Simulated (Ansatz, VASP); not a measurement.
One calculation of PbS, two programs

```xyz
2
Lattice="0.1207 3.0183 3.0183 3.0183 0.1207 3.0183 3.0183 3.0183 0.1207" Properties=species:S:1:pos:R:3 pbc="T T T"
Pb    0.0000    0.0000    0.0000
S     3.0787    3.0787    3.0787
```

Change from the starting cell: epitaxial_111 strain -3.0%.

Alike in both runs: task single point; functional r2SCAN; k mesh 8 × 8 × 8; occupations fermi-dirac, width 0.02 eV; non-collinear spin, spin-orbit coupling.

```csv
,VASP,Ansatz
version,VASP 6.6.1,Ansatz 0.2.0
potentials or method,"VASP PAW PBE potentials, release 64 (Pb_d, S)","plane waves, PAW"
plane-wave cutoff (eV),520,500
valence electrons in the cell,20,20
```

Ansatz gave:

- pressure (GPa): 1.3
- traceless stress, the component that is largest in VASP (GPa): -0.83

Task: Estimate VASP's values.

Result: Pressure (GPa): 1.5; traceless stress, the component that is largest in VASP (GPa): -0.84.

VASP's potentials were made for PBE, not for r2SCAN.
